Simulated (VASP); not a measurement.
# ZnS (k07) (P6_3mc) in VASP: further runs

The runs below take ZnS (k07) through single point, with PBEsol.

All numbers are computed with VASP 6.6.1; they aren't measurements. Logs are shortened: lines on timing, memory, paths and dates and some standing lists are left out, and cuts for length are marked.

## Step 1: The cell of the first run

The structure is hexagonal, space group P6_3mc (No. 186). Conventional cell: a = 3.782 Å, b = 3.782 Å, c = 6.208 Å, α = 90.00°, β = 90.00°, γ = 120.00°. Zn (site symmetry 3m) has 4 S at 2.32 Å within 3.1 Å. S (site symmetry 3m) has 4 Zn at 2.32 Å within 3.1 Å.

## Step 2: Single point, PBEsol

File INCAR:

```
SYSTEM = ZnS
ALGO     = Normal         ! electronic algorithm
EDIFF    = 1E-6           ! SCF threshold, eV
ENCUT    = 520            ! plane-wave cutoff, eV
GGA      = PS             ! functional
ISIF     = 2              ! what is computed and relaxed
ISMEAR   = 0              ! smearing method
LASPH    = .True.         ! aspherical terms in the spheres
LCHARG   = .False.        ! write CHGCAR
LREAL    = .False.        ! projectors in reciprocal space
LWAVE    = .False.        ! write WAVECAR
NBANDS   = 26             ! bands
NELM     = 60             ! most SCF steps
PREC     = Accurate       ! precision mode
SIGMA    = 0.02           ! smearing width, eV
```

File KPOINTS:

```
k-points
0
Gamma
  12 12 6
  0 0 0
```

File POSCAR:

```
ZnS
1.0
    3.7822342358      0.0000000000      0.0000000000
   -1.8911171179      3.2755109313      0.0000000000
    0.0000000000      0.0000000000      6.2081486949
Zn S
2 2
Direct
    0.3333333333      0.6666666667      0.0004286403
    0.6666666667      0.3333333333      0.5004286403
    0.3333333333      0.6666666667      0.3745713597
    0.6666666667      0.3333333333      0.8745713597
```

Potentials or basis: VASP PAW PBE potentials, release 64 (Zn, S).

Run with:

```sh
> cat potpaw_PBE.64/Zn/POTCAR potpaw_PBE.64/S/POTCAR > POTCAR
> mpirun -np 1 vasp_std > vasp.out
```

OUTCAR:

```text
SYSTEM = ZnS
   EDIFF = 1E-6
   ENCUT = 520
   GGA = PS
   ISIF = 2
   ISMEAR = 0
   LASPH = .True.
   LREAL = .False.
   NELM = 60
   PREC = Accurate

 ion  position               nearest neighbor table
   1  0.333  0.667  0.000-   4 2.32   4 2.32   4 2.32   3 2.32
   2  0.667  0.333  0.500-   3 2.32   3 2.32   3 2.32   4 2.32
   3  0.333  0.667  0.375-   2 2.32   2 2.32   2 2.32   1 2.32
   4  0.667  0.333  0.875-   1 2.32   1 2.32   1 2.32   2 2.32

  LATTYP: Found a hexagonal cell.
 ALAT       =     3.7822342358
 C/A-ratio  =     1.6413972028

  Lattice vectors:

 A1 = (   3.7822342358,   0.0000000000,   0.0000000000)
 A2 = (  -1.8911171179,   3.2755109313,   0.0000000000)
 A3 = (   0.0000000000,   0.0000000000,   6.2081486949)

Analysis of symmetry for initial positions (statically):
=====================================================================
 Subroutine PRICEL returns:
 Original cell was already a primitive cell.

 Routine SETGRP: Setting up the symmetry group for a
 hexagonal supercell.

 Subroutine GETGRP returns: Found 12 space group operations
 (whereof  6 operations were pure point group operations)
 out of a pool of 24 trial point group operations.

The static configuration has the point symmetry C_3v.
 The point group associated with its full space group is C_6v.

Analysis of symmetry for dynamics (positions and initial velocities):
=====================================================================
 Subroutine PRICEL returns:
 Original cell was already a primitive cell.

 Routine SETGRP: Setting up the symmetry group for a
 hexagonal supercell.

 Subroutine GETGRP returns: Found 12 space group operations
 (whereof  6 operations were pure point group operations)
 out of a pool of 24 trial point group operations.

The dynamic configuration has the point symmetry C_3v.
 The point group associated with its full space group is C_6v.

 Subroutine INISYM returns: Found 12 space group operations
 (whereof  6 operations are pure point group operations),
 and found     1 'primitive' translations

----------------------------------------------------------------------------------------

                                     Primitive cell

  volume of cell :      76.9112

[... 83 lines left out ...]
   PREC   = accura    normal or accurate (medium, high low for compatibility)
   ISTART =      0    job   : 0-new  1-cont  2-samecut
   ICHARG =      2    charge: 1-file 2-atom 10-const
   ISPIN  =      1    spin polarized calculation?
   LNONCOLLINEAR =      F non collinear calculations
   LSORBIT =      F    spin-orbit coupling
   LASPH  =      T    aspherical Exc in radial PAW
   ENCUT  =  520.0 eV  38.22 Ry    6.18 a.u.   7.03  7.03 11.54*2*pi/ulx,y,z
   NELM   =     60;   NELMIN=  2; NELMDL= -5     # of ELM steps
   EDIFF  = 0.1E-05   stopping-criterion for ELM
   LREAL  =      F    real-space projection
   EDIFFG = 0.1E-04   stopping-criterion for IOM
   NSW    =      0    number of steps for IOM
   IBRION =     -1    ionic relax: 0-MD 1-quasi-New 2-CG
   NFREE  =      0    steps in history (QN), initial steepest desc. (CG)
   ISIF   =      2    stress and relaxation
   ISYM   =      2    0-nonsym 1-usesym 2-fastsym
   POTIM  = 0.5000    time-step for ionic-motion
   TEBEG  =    0.0;   TEEND  =   0.0 temperature during run
   PSTRESS=    0.0 pullay stress
   NELECT =      36.0000    total number of electrons
   NUPDOWN=      -1.0000    fix difference up-down
   EMIN   =  10.00;   EMAX   =-10.00  energy-range for DOS
   EFERMI =   0.00;   METHOD = LEGACY
   ISMEAR =     0;   SIGMA  =   0.02  broadening in eV -4-tet -1-fermi 0-gaus
   EFERMI_NEDOS =   21; number of points for ismear=-14 and -15
   IALGO  =     38    algorithm
   IMIX   =      4    mixing-type and parameters
     AMIX     =   0.40;   BMIX     =  1.00
     AMIX_MAG =   1.60;   BMIX_MAG =  1.00
  volume/ion in A,a.u.               =      19.23       129.76
  Fermi-wavevector in a.u.,A,eV,Ry     =   1.271098  2.402027 21.982809  1.615691
  Thomas-Fermi vector in A             =   2.404050
   LORBIT       =      0    0 simple, 1 ext, 2 COOP (PROOUT), +10 PAW based schemes
   GGA     = PS    functional components
   LHFCALC =     F    Hartree Fock is set to
   AEXX    =    0.0000 exact exchange contribution
   IVDW    =     0    specifies the selected vdW correction
   LEPSILON=     F    determine dielectric tensor
   LRPA    =     F    only Hartree local field effects (RPA)
 non-spin polarized calculation
 Gauss-broadening in eV      SIGMA  =   0.02
  energy-cutoff  :      520.00
  volume of cell :       76.91
 maximum number of plane-waves:      2086
   NGX = 15   NGY = 15   NGZ = 23

 number of electron      35.9999970 magnetization

 Free energy of the ion-electron system (eV)
  ---------------------------------------------------
  ext. energy  EPLUGINS =         0.00000000
  ---------------------------------------------------
  free energy    TOTEN  =       -15.16740671 eV

  energy without entropy =      -15.16740671  energy(sigma->0) =      -15.16740671

 E-fermi :   2.4133     XC(G=0):  -9.9641

 val. band max:        2.2765605997   @ k =   0.0000   0.0000   0.0000
 cond. band min:       4.4367857523   @ k =   0.0000   0.0000   0.0000
 fundamental gap:      2.1602251526
 Fermi energy:         2.4132768189

 k-point     1 :       0.0000    0.0000    0.0000
  band No.  band energies     occupation
      1     -11.0901      2.00000
      2     -10.0937      2.00000
      3      -4.2120      2.00000
      4      -4.1953      2.00000
      5      -4.1953      2.00000
      6      -4.1096      2.00000
[... 685 lines left out ...]
     25      11.0172      0.00000
     26      12.0741      0.00000

 [... further k-points ...]
[... 5 lines left out ...]
  --------------------------------------------------------------------------------------
  -------------------------------------------------------------------------------------
  Total        0.1070585      0.1070585      0.1143974      0.0000000     -0.0000000      0.0000000
  in kB        2.2301908      2.2301908      2.3830717      0.0000000     -0.0000000      0.0000000
  external PRESSURE =       2.2811511 kB  Pullay stress =       0.0000000 kB

 VOLUME and BASIS-vectors are now :
 -----------------------------------------------------------------------------
  energy-cutoff  :      520.00
  volume of cell :       76.91
      direct lattice vectors                 reciprocal lattice vectors
     3.782234236  0.000000000  0.000000000     0.264393990  0.152647941  0.000000000
    -1.891117118  3.275510931  0.000000000     0.000000000  0.305295882  0.000000000
     0.000000000  0.000000000  6.208148695     0.000000000  0.000000000  0.161078616

 POSITION                                       TOTAL-FORCE (eV/Angst)
 -----------------------------------------------------------------------------------
     -0.00000      2.18367      0.00266        -0.000000     -0.000000     -0.000271
      1.89112      1.09184      3.10674         0.000000     -0.000000     -0.000271
     -0.00000      2.18367      2.32539         0.000000      0.000000      0.000271
      1.89112      1.09184      5.42947         0.000000     -0.000000      0.000271
 -----------------------------------------------------------------------------------
    total drift:                               -0.000001     -0.000001      0.000955

  FREE ENERGIE OF THE ION-ELECTRON SYSTEM (eV)
  ---------------------------------------------------
  free  energy   TOTEN  =       -15.1674067070 eV

  energy  without entropy=      -15.1674067070  energy(sigma->0) =      -15.16740671
```

stdout:

```text
POSCAR found type information on POSCAR ZnS
 POSCAR found :  2 types and       4 ions
 scaLAPACK will be used
 -----------------------------------------------------------------------------
|                                                                             |
|                                                                             |
|     You enforced a specific xc type in the INCAR file but a different       |
|     I HOPE YOU KNOW WHAT YOU ARE DOING!                                     |
|                                                                             |
 -----------------------------------------------------------------------------

 LDA part: xc-table for (Slater+PW92), standard interpolation
 POSCAR, INCAR and KPOINTS ok, starting setup
 FFT: planning ... GRIDC
 FFT: planning ... GRID_SOFT
 FFT: planning ... GRID
 WAVECAR not read
 entering main loop
```

Wall time 1.8 min (1 thread of Intel Xeon Platinum 8259CL at 2.50GHz (Skylake/Cascade Lake), shared host); peak memory 0.26 GiB.

Results:

| Property | Result |
| --- | --- |
| Free energy | -15.1674 eV |
| Pressure | 0.2 GPa |
| Band gap on the k mesh | 2.16 eV, direct |

Levels at points of the mesh, in eV from the valence-band top:
```tsv
k point	band 14	band 15	band 16	band 17	band 18	band 19	band 20	band 21	band 22	band 23
(0.00, 0.00, 0.00)	-0.94	-0.94	-0.09	0.00	0.00	2.16	3.03	6.21	6.21	6.46
(0.50, 0.00, 0.00)	-4.26	-3.43	-2.35	-1.79	-0.93	3.52	4.21	4.96	6.80	7.40
(0.00, 0.00, 0.50)	-2.97	-0.49	-0.49	-0.49	-0.49	3.51	3.51	6.67	6.67	6.67
(0.50, 0.00, 0.50)	-5.03	-1.72	-1.72	-1.69	-1.69	3.41	3.41	5.10	5.10	8.77
```

Caveat: the PAW data sets were made with another functional, which shifts forces and pressure a little.

## Step 3: Single point, PBEsol

File INCAR:

```
ALGO     = Normal         # electronic algorithm
EDIFF    = 1E-7           # SCF threshold, eV
ENCUT    = 520            # plane-wave cutoff, eV
GGA      = PS             # functional
ISIF     = 2              # what is computed and relaxed
ISMEAR   = 0              # smearing method
LASPH    = T              # aspherical terms in the spheres
LCHARG   = T              # write CHGCAR
LELF     = T              # ELF
LREAL    = F              # projectors in reciprocal space
LVHAR    = T            
LWAVE    = F              # write WAVECAR
NBANDS   = 26             # bands
NELM     = 100            # most SCF steps
PREC     = Accurate       # precision mode
SIGMA    = 0.01           # smearing width, eV
```

File KPOINTS:

```
k-points
0
Gamma
  12 12 6
```

POSCAR is that of step 2.

Potentials or basis: VASP PAW PBE potentials, release 64 (Zn, S).

Run with:

```sh
> cat potpaw_PBE.64/Zn/POTCAR potpaw_PBE.64/S/POTCAR > POTCAR
> mpirun -np 1 vasp_std > vasp.out
```

OUTCAR:

```text
EDIFF = 1E-7
   ENCUT = 520
   GGA = PS
   ISIF = 2
   ISMEAR = 0
   LASPH = T
   LREAL = F
   NELM = 100
   PREC = Accurate

 ion  position               nearest neighbor table
   1  0.333  0.667  0.000-   4 2.32   4 2.32   4 2.32   3 2.32
   2  0.667  0.333  0.500-   3 2.32   3 2.32   3 2.32   4 2.32
   3  0.333  0.667  0.375-   2 2.32   2 2.32   2 2.32   1 2.32
   4  0.667  0.333  0.875-   1 2.32   1 2.32   1 2.32   2 2.32

  LATTYP: Found a hexagonal cell.
 ALAT       =     3.7822342358
 C/A-ratio  =     1.6413972028

  Lattice vectors:

 A1 = (   3.7822342358,   0.0000000000,   0.0000000000)
 A2 = (  -1.8911171179,   3.2755109313,   0.0000000000)
 A3 = (   0.0000000000,   0.0000000000,   6.2081486949)

Analysis of symmetry for initial positions (statically):
=====================================================================
 Subroutine PRICEL returns:
 Original cell was already a primitive cell.

 Routine SETGRP: Setting up the symmetry group for a
 hexagonal supercell.

 Subroutine GETGRP returns: Found 12 space group operations
 (whereof  6 operations were pure point group operations)
 out of a pool of 24 trial point group operations.

The static configuration has the point symmetry C_3v.
 The point group associated with its full space group is C_6v.

Analysis of symmetry for dynamics (positions and initial velocities):
=====================================================================
 Subroutine PRICEL returns:
 Original cell was already a primitive cell.

 Routine SETGRP: Setting up the symmetry group for a
 hexagonal supercell.

 Subroutine GETGRP returns: Found 12 space group operations
 (whereof  6 operations were pure point group operations)
 out of a pool of 24 trial point group operations.

The dynamic configuration has the point symmetry C_3v.
 The point group associated with its full space group is C_6v.

[... 112 lines left out ...]
   PSTRESS=    0.0 pullay stress
   NELECT =      36.0000    total number of electrons
   NUPDOWN=      -1.0000    fix difference up-down
   EMIN   =  10.00;   EMAX   =-10.00  energy-range for DOS
   EFERMI =   0.00;   METHOD = LEGACY
   ISMEAR =     0;   SIGMA  =   0.01  broadening in eV -4-tet -1-fermi 0-gaus
   EFERMI_NEDOS =   21; number of points for ismear=-14 and -15
   IALGO  =     38    algorithm
   IMIX   =      4    mixing-type and parameters
     AMIX     =   0.40;   BMIX     =  1.00
     AMIX_MAG =   1.60;   BMIX_MAG =  1.00
  volume/ion in A,a.u.               =      19.23       129.76
  Fermi-wavevector in a.u.,A,eV,Ry     =   1.271098  2.402027 21.982809  1.615691
  Thomas-Fermi vector in A             =   2.404050
   LORBIT       =      0    0 simple, 1 ext, 2 COOP (PROOUT), +10 PAW based schemes
   GGA     = PS    functional components
   LHFCALC =     F    Hartree Fock is set to
   AEXX    =    0.0000 exact exchange contribution
   IVDW    =     0    specifies the selected vdW correction
   LEPSILON=     F    determine dielectric tensor
   LRPA    =     F    only Hartree local field effects (RPA)
 non-spin polarized calculation
 Gauss-broadening in eV      SIGMA  =   0.01
  energy-cutoff  :      520.00
  volume of cell :       76.91
 maximum number of plane-waves:      2086
   NGX = 15   NGY = 15   NGZ = 23

 number of electron      35.9999970 magnetization

 Free energy of the ion-electron system (eV)
  ---------------------------------------------------
  ext. energy  EPLUGINS =         0.00000000
  ---------------------------------------------------
  free energy    TOTEN  =       -15.16740847 eV

  energy without entropy =      -15.16740847  energy(sigma->0) =      -15.16740847

 E-fermi :   2.3229     XC(G=0):  -9.9634

 val. band max:        2.2769931442   @ k =   0.0000   0.0000   0.0000
 cond. band min:       4.4376191467   @ k =   0.0000   0.0000   0.0000
 fundamental gap:      2.1606260025
 Fermi energy:         2.3228722690

 k-point     1 :       0.0000    0.0000    0.0000
  band No.  band energies     occupation
      1     -11.0898      2.00000
      2     -10.0933      2.00000
      3      -4.2110      2.00000
      4      -4.1943      2.00000
      5      -4.1943      2.00000
      6      -4.1087      2.00000
[... 685 lines left out ...]
     25      11.0179      0.00000
     26      12.0711      0.00000

 [... further k-points ...]
[... 5 lines left out ...]
  --------------------------------------------------------------------------------------
  -------------------------------------------------------------------------------------
  Total        0.0905060      0.0905060      0.0970338      0.0000000     -0.0000000      0.0000000
  in kB        1.8853773      1.8853773      2.0213614      0.0000000     -0.0000000      0.0000000
  external PRESSURE =       1.9307054 kB  Pullay stress =       0.0000000 kB

 VOLUME and BASIS-vectors are now :
 -----------------------------------------------------------------------------
  energy-cutoff  :      520.00
  volume of cell :       76.91
      direct lattice vectors                 reciprocal lattice vectors
     3.782234236  0.000000000  0.000000000     0.264393990  0.152647941  0.000000000
    -1.891117118  3.275510931  0.000000000     0.000000000  0.305295882  0.000000000
     0.000000000  0.000000000  6.208148695     0.000000000  0.000000000  0.161078616

 POSITION                                       TOTAL-FORCE (eV/Angst)
 -----------------------------------------------------------------------------------
     -0.00000      2.18367      0.00266        -0.000000     -0.000000     -0.000197
      1.89112      1.09184      3.10674         0.000000      0.000000     -0.000197
     -0.00000      2.18367      2.32539         0.000000     -0.000000      0.000197
      1.89112      1.09184      5.42947         0.000000     -0.000000      0.000197
 -----------------------------------------------------------------------------------
    total drift:                               -0.000001     -0.000001      0.000430

  FREE ENERGIE OF THE ION-ELECTRON SYSTEM (eV)
  ---------------------------------------------------
  free  energy   TOTEN  =       -15.1674084653 eV

  energy  without entropy=      -15.1674084653  energy(sigma->0) =      -15.16740847
```

OSZICAR:

```text
N       E                     dE             d eps       ncg     rms          rms(c)
DAV:   1     0.244132735085E+03    0.24413E+03   -0.16969E+04  3952   0.167E+03
DAV:   2     0.891423865316E+01   -0.23522E+03   -0.22515E+03  4052   0.354E+02
DAV:   3    -0.153822737683E+02   -0.24297E+02   -0.24057E+02  4762   0.113E+02
DAV:   4    -0.159749088425E+02   -0.59264E+00   -0.59131E+00  4582   0.177E+01
DAV:   5    -0.159840356314E+02   -0.91268E-02   -0.91246E-02  4760   0.217E+00    0.993E+00
DAV:   6    -0.151795540004E+02    0.80448E+00   -0.17745E+00  5338   0.406E+01    0.759E+00
DAV:   7    -0.151773230265E+02    0.22310E-02   -0.12219E+00  4160   0.682E+00    0.330E+00
DAV:   8    -0.151677046338E+02    0.96184E-02   -0.29958E-02  5148   0.170E+00    0.860E-01
DAV:   9    -0.151672058098E+02    0.49882E-03   -0.98475E-03  5338   0.146E+00    0.217E-01
DAV:  10    -0.151672904238E+02   -0.84614E-04   -0.51146E-04  4756   0.309E-01    0.112E-01
DAV:  11    -0.151674076966E+02   -0.11727E-03   -0.17965E-04  4110   0.945E-02    0.407E-02
DAV:  12    -0.151674067071E+02    0.98947E-06   -0.90694E-06  4998   0.645E-02    0.950E-03
DAV:  13    -0.151674086728E+02   -0.19657E-05   -0.42698E-06  4112   0.118E-02    0.317E-03
DAV:  14    -0.151674084735E+02    0.19931E-06   -0.30999E-07  4540   0.660E-03    0.222E-03
DAV:  15    -0.151674084653E+02    0.82291E-08   -0.15045E-07  2256   0.252E-03
   1 F= -.15167408E+02 E0= -.15167408E+02  d E =-.942609E-14
```

Run time: 2 min. Hardware: 1 thread of Intel Xeon Platinum 8259CL at 2.50GHz (Skylake/Cascade Lake), shared host; peak memory 0.27 GiB.

What came out:

```yaml
Free_energy: -15.1674 eV
Pressure: 0.2 GPa
Band_gap_on_the_k_mesh: 2.16 eV, direct
```

Levels at points of the mesh, in eV from the valence-band top:
| k point | band 16 | band 17 | band 18 | band 19 | band 20 | band 21 |
| --- | --- | --- | --- | --- | --- | --- |
| (0.00, 0.00, 0.00) | -0.09 | 0.00 | 0.00 | 2.16 | 3.03 | 6.21 |
| (0.50, 0.00, 0.00) | -2.35 | -1.79 | -0.93 | 3.52 | 4.21 | 4.96 |
| (0.00, 0.00, 0.50) | -0.49 | -0.49 | -0.49 | 3.51 | 3.51 | 6.67 |
| (0.50, 0.00, 0.50) | -1.72 | -1.69 | -1.69 | 3.41 | 3.41 | 5.10 |

Caveat: the PAW data sets were made with another functional, which shifts forces and pressure a little. A k mesh can miss the band edges.

(Part 1 of 2 ends here.)
